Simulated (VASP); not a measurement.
# Hf (Fm-3m) in VASP: a series of runs

The runs below take Hf through single point, with PBE.

All numbers are computed with VASP 6.6.1; they aren't measurements. Logs are shortened: lines on timing, memory, paths and dates and some standing lists are left out, and cuts for length are marked.

## Step 1: The cell of the first run

It takes space group Fm-3m (No. 225, cubic). Conventional cell: a = 4.364 Å, b = 4.364 Å, c = 4.364 Å, α = 90.00°, β = 90.00°, γ = 90.00°. Within 4.1 Å of Hf (site symmetry m-3m) lie 12 Hf at 3.09 Å.

## Step 2: Single point, PBE (volume scaled by 0.92)

INCAR reads:

```
SYSTEM = Hf
PREC = Accurate
ENCUT = 520
EDIFF = 1E-6
ISMEAR = -1
SIGMA = 0.1
LREAL = .False.
LASPH = .True.
NELM = 80
ALGO = Normal
ISIF = 2
LWAVE = .False.
LCHARG = .True.
GGA = PE
LELF = .True.
LVHAR = .True.
NBANDS = 11
```

KPOINTS reads:

```
Automatic mesh
0
Gamma
  16 16 16
  0 0 0
```

POSCAR reads:

```
Hf
1.0
    0.0000000000      2.1821414496      2.1821414496
    2.1821414496      0.0000000000      2.1821414496
    2.1821414496      2.1821414496      0.0000000000
Hf
1
Direct
    0.0000000000      0.0000000000      0.0000000000
```

Potentials or basis: VASP PAW PBE potentials, release 64 (Hf_pv).

On the command line:

```bash
> cat potpaw_PBE.64/Hf_pv/POTCAR > POTCAR
> mpirun -np 1 vasp_std > vasp.out
```

OUTCAR:

```text
SYSTEM = Hf
   PREC = Accurate
   ENCUT = 520
   EDIFF = 1E-6
   ISMEAR = -1
   LREAL = .False.
   LASPH = .True.
   NELM = 80
   ISIF = 2
   GGA = PE

 ion  position               nearest neighbor table
   1  0.000  0.000  0.000-

  LATTYP: Found a face centered cubic cell.
 ALAT       =     4.3642828992

  Lattice vectors:

 A1 = (   0.0000000000,   2.1821414496,   2.1821414496)
 A2 = (   2.1821414496,   0.0000000000,   2.1821414496)
 A3 = (   2.1821414496,   2.1821414496,   0.0000000000)

Analysis of symmetry for initial positions (statically):
=====================================================================
 Subroutine PRICEL returns:
 Original cell was already a primitive cell.

 Routine SETGRP: Setting up the symmetry group for a
 face centered cubic supercell.

 Subroutine GETGRP returns: Found 48 space group operations
 (whereof 48 operations were pure point group operations)
 out of a pool of 48 trial point group operations.

The static configuration has the point symmetry O_h .

Analysis of symmetry for dynamics (positions and initial velocities):
=====================================================================
 Subroutine PRICEL returns:
 Original cell was already a primitive cell.

 Routine SETGRP: Setting up the symmetry group for a
 face centered cubic supercell.

 Subroutine GETGRP returns: Found 48 space group operations
 (whereof 48 operations were pure point group operations)
 out of a pool of 48 trial point group operations.

The dynamic configuration has the point symmetry O_h .

 Subroutine INISYM returns: Found 48 space group operations
 (whereof 48 operations are pure point group operations),
 and found     1 'primitive' translations

----------------------------------------------------------------------------------------

                                     Primitive cell

  volume of cell :      20.7816

  direct lattice vectors                    reciprocal lattice vectors
     0.000000000  2.182141450  2.182141450    -0.229132717  0.229132717  0.229132717
     2.182141450  0.000000000  2.182141450     0.229132717 -0.229132717  0.229132717
     2.182141450  2.182141450  0.000000000     0.229132717  0.229132717 -0.229132717

  length of vectors
     3.086014033  3.086014033  3.086014033     0.396869508  0.396869508  0.396869508

  position of ions in fractional coordinates (direct lattice)
     0.000000000  0.000000000  0.000000000

  ion indices of the primitive-cell ions
[... 79 lines left out ...]
   NFREE  =      0    steps in history (QN), initial steepest desc. (CG)
   ISIF   =      2    stress and relaxation
   ISYM   =      2    0-nonsym 1-usesym 2-fastsym
   POTIM  = 0.5000    time-step for ionic-motion
   TEBEG  =    0.0;   TEEND  =   0.0 temperature during run
   PSTRESS=    0.0 pullay stress
   NELECT =      10.0000    total number of electrons
   NUPDOWN=      -1.0000    fix difference up-down
   EMIN   =  10.00;   EMAX   =-10.00  energy-range for DOS
   EFERMI =   0.00;   METHOD = LEGACY
   ISMEAR =    -1;   SIGMA  =   0.10  broadening in eV -4-tet -1-fermi 0-gaus
   EFERMI_NEDOS =   21; number of points for ismear=-14 and -15
   IALGO  =     38    algorithm
   IMIX   =      4    mixing-type and parameters
     AMIX     =   0.40;   BMIX     =  1.00
     AMIX_MAG =   1.60;   BMIX_MAG =  1.00
  volume/ion in A,a.u.               =      20.78       140.24
  Fermi-wavevector in a.u.,A,eV,Ry     =   1.282868  2.424269 22.391788  1.645750
  Thomas-Fermi vector in A             =   2.415154
   LORBIT       =      0    0 simple, 1 ext, 2 COOP (PROOUT), +10 PAW based schemes
   GGA     = PE    functional components
   LHFCALC =     F    Hartree Fock is set to
   AEXX    =    0.0000 exact exchange contribution
   IVDW    =     0    specifies the selected vdW correction
   LEPSILON=     F    determine dielectric tensor
   LRPA    =     F    only Hartree local field effects (RPA)
 non-spin polarized calculation
  energy-cutoff  :      520.00
  volume of cell :       20.78
 maximum number of plane-waves:       569
   NGX = 11   NGY = 11   NGZ = 11

 number of electron      10.0000001 magnetization

 Free energy of the ion-electron system (eV)
  ---------------------------------------------------
  ext. energy  EPLUGINS =         0.00000000
  ---------------------------------------------------
  free energy    TOTEN  =        -9.83068331 eV

  energy without entropy =       -9.78554871  energy(sigma->0) =       -9.80811601

 E-fermi :   5.2722     XC(G=0): -11.6250

 val. band max:        5.2652324334   @ k =  -0.3125   0.3125   0.1250
 cond. band min:       5.2869760743   @ k =  -0.3125   0.3125   0.0625
 fundamental gap:      0.0217436410
 Fermi energy:         5.2722187204

 k-point     1 :       0.0000    0.0000    0.0000
  band No.  band energies     occupation
      1     -24.4731      2.00000
      2     -24.4731      2.00000
      3     -24.4731      2.00000
      4      -2.1917      2.00000
      5       6.6988      0.00000
      6       6.6988      0.00000
      7       6.6988      0.00000
      8       9.7643      0.00000
      9       9.7643      0.00000
     10      16.8277      0.00000
     11      18.5918      0.00000
[... 309 lines left out ...]
 k-point    24 :      -0.0625    0.0625    0.0000
  band No.  band energies     occupation
      1     -24.5758      2.00000
      2     -24.5024      2.00000
      3     -24.4800      2.00000
      4      -1.7980      2.00000
      5       6.2996      0.00007
      6       6.8799      0.00000
      7       6.8998      0.00000
      8       9.3762      0.00000
      9       9.7467      0.00000
     10      17.6895      0.00000
     11      18.5904      0.00000

 [... further k-points ...]

------------------------ aborting loop because EDIFF is reached ----------------------------------------

  FORCE on cell =-STRESS in cart. coord.  units (eV):
  Direction    XX          YY          ZZ          XY          YZ          ZX
  --------------------------------------------------------------------------------------
  -------------------------------------------------------------------------------------
  Total        1.1944983      1.1944983      1.1944983      0.0000000      0.0000000      0.0000000
  in kB       92.0910504     92.0910504     92.0910504      0.0000000      0.0000000      0.0000000
  external PRESSURE =      92.0910504 kB  Pullay stress =       0.0000000 kB

 VOLUME and BASIS-vectors are now :
 -----------------------------------------------------------------------------
  energy-cutoff  :      520.00
  volume of cell :       20.78
      direct lattice vectors                 reciprocal lattice vectors
     0.000000000  2.182141450  2.182141450    -0.229132717  0.229132717  0.229132717
     2.182141450  0.000000000  2.182141450     0.229132717 -0.229132717  0.229132717
     2.182141450  2.182141450  0.000000000     0.229132717  0.229132717 -0.229132717

 POSITION                                       TOTAL-FORCE (eV/Angst)
 -----------------------------------------------------------------------------------
      0.00000      0.00000      0.00000        -0.000000     -0.000000     -0.000000
 -----------------------------------------------------------------------------------
    total drift:                                0.000000      0.000000      0.000000

  FREE ENERGIE OF THE ION-ELECTRON SYSTEM (eV)
  ---------------------------------------------------
  free  energy   TOTEN  =        -9.8306833108 eV

  energy  without entropy=       -9.7855487082  energy(sigma->0) =       -9.80811601
```

OSZICAR:

```text
N       E                     dE             d eps       ncg     rms          rms(c)
DAV:   1     0.131212040075E+02    0.13121E+02   -0.57078E+03  3214   0.849E+02
DAV:   2    -0.970445847433E+01   -0.22826E+02   -0.22102E+02  3965   0.156E+02
DAV:   3    -0.101256483145E+02   -0.42119E+00   -0.41830E+00  4050   0.147E+01
DAV:   4    -0.101270426865E+02   -0.13944E-02   -0.13942E-02  3609   0.102E+00
DAV:   5    -0.101270492315E+02   -0.65450E-05   -0.65452E-05  4003   0.627E-02    0.477E+01
DAV:   6    -0.990849170382E+01    0.21856E+00   -0.18006E-01  3685   0.323E+00    0.285E+01
DAV:   7    -0.983453432692E+01    0.73957E-01   -0.29579E-01  3742   0.397E+00    0.134E+00
DAV:   8    -0.983064829382E+01    0.38860E-02   -0.20708E-02  3604   0.103E+00    0.603E-02
DAV:   9    -0.983068250624E+01   -0.34212E-04   -0.33154E-04  3789   0.144E-01    0.525E-02
DAV:  10    -0.983068320038E+01   -0.69414E-06   -0.18717E-05  3688   0.346E-02    0.549E-02
DAV:  11    -0.983068331083E+01   -0.11045E-06   -0.25728E-06  3680   0.122E-02
   1 F= -.98306833E+01 E0= -.98081160E+01  d E =-.451346E-01
```

stdout:

```text
POSCAR found type information on POSCAR Hf
 POSCAR found :  1 types and       1 ions
 scaLAPACK will be used
 LDA part: xc-table for (Slater+PW92), standard interpolation
 POSCAR, INCAR and KPOINTS ok, starting setup
 FFT: planning ... GRIDC
 FFT: planning ... GRID_SOFT
 FFT: planning ... GRID
 WAVECAR not read
 entering main loop
```

Run time: 14 s. Hardware: 1 thread of Intel Xeon Platinum 8488C (Sapphire Rapids), shared host; peak memory 0.16 GiB.

What came out:

| Property | Result |
| --- | --- |
| Free energy | -9.8307 eV |
| Pressure | 9.2 GPa |
| Band gap on the k mesh | zero (band 5 reaches 6.70 eV, above the bottom of band 6 at 4.85 eV) |

Caveat: the cell differs from its parent crystal (volume scaled by 0.92); spin-orbit coupling is left out, which moves the levels of the heavy elements.

## Step 3: Single point, PBE

This run uses another cell than the first one, of 22.59 Å³/atom, 1.087 times its volume.

INCAR reads:

```
SYSTEM = Hf
  ALGO = Normal
  EDIFF = 1E-6
  ENCUT = 520
  GGA = PE
  ISIF = 2
  ISMEAR = -1
  LASPH = .TRUE.
  LCHARG = .FALSE.
  LREAL = .FALSE.
  LWAVE = .FALSE.
  NBANDS = 11
  NELM = 100
  PREC = Accurate
  SIGMA = 0.1
```

KPOINTS reads:

```
k-points
0
G
  16 16 16
  0 0 0
```

POSCAR reads:

```
Hf
1.0
    0.0000000000      2.2436423191      2.2436423191
    2.2436423191      0.0000000000      2.2436423191
    2.2436423191      2.2436423191      0.0000000000
Hf
1
Direct
    0.0000000000      0.0000000000      0.0000000000
```

Potentials or basis: VASP PAW PBE potentials, release 64 (Hf_pv).

On the command line:

```bash
> cat potpaw_PBE.64/Hf_pv/POTCAR > POTCAR
> mpirun -np 1 vasp_std > vasp.out
```

Run time: 14 s. Hardware: 1 thread of Intel Xeon Platinum 8488C (Sapphire Rapids), shared host; peak memory 0.16 GiB.

It converged, with:

```
Free energy            : -9.8772 eV
Pressure               : -0.4 GPa
Band gap on the k mesh : zero (band 5 reaches 6.07 eV, above the bottom of band 6 at 4.28 eV)
```

Levels at points of the mesh, in eV from the Fermi level:
| k point | band 3 | band 4 | band 5 | band 6 | band 7 | band 8 |
| --- | --- | --- | --- | --- | --- | --- |
| (0.00, 0.00, 0.00) | -30.05 | -7.18 | 1.40 | 1.40 | 1.40 | 4.15 |
| (0.50, 0.00, 0.00) | -30.16 | -3.61 | 0.54 | 1.18 | 1.18 | 6.24 |
| (0.50, 0.50, 0.00) | -30.33 | -3.21 | -2.10 | 2.47 | 6.25 | 6.85 |

Caveat: spin-orbit coupling is left out, which moves the levels of the heavy elements.

## Step 4: Single point, PBE

This run uses another cell than the first one, of 22.59 Å³/atom, 1.087 times its volume.

INCAR reads:

```
ALGO = Normal ; EDIFF = 1E-7
ENCUT = 520 ; GGA = PE
ISIF = 2 ; ISMEAR = -1
LASPH = True ; LCHARG = True
LELF = True ; LREAL = False
LVHAR = True ; LWAVE = False
NBANDS = 11 ; NELM = 80
PREC = Accurate ; SIGMA = 0.1
```

KPOINTS reads:

```
k-points
0
Gamma
  16 16 16
```

POSCAR is that of step 3.

On the command line:

```bash
> cat potpaw_PBE.64/Hf_pv/POTCAR > POTCAR
> mpirun -np 1 vasp_std > vasp.out
```

Run time: 16 s. Hardware: 1 thread of Intel Xeon Platinum 8488C (Sapphire Rapids), shared host; peak memory 0.16 GiB.

It converged, with:

```
Free energy            : -9.8772 eV
Pressure               : -0.4 GPa
Band gap on the k mesh : zero (band 5 reaches 6.07 eV, above the bottom of band 6 at 4.28 eV)
```

Levels at points of the mesh, in eV from the Fermi level:
```
           k point  band 1  band 2  band 3  band 4  band 5  band 6  band 7  band 8  band 9  band 10
(0.00, 0.00, 0.00)  -30.05  -30.05  -30.05   -7.18    1.40    1.40    1.40    4.15    4.15    11.28
(0.50, 0.00, 0.00)  -30.84  -30.16  -30.16   -3.61    0.54    1.18    1.18    6.24    6.24     9.26
(0.50, 0.50, 0.00)  -30.79  -30.33  -30.33   -3.21   -2.10    2.47    6.25    6.85    6.85     9.82
```

Caveat: spin-orbit coupling is left out, which moves the levels of the heavy elements.

(Continued in part 2 of 2.)
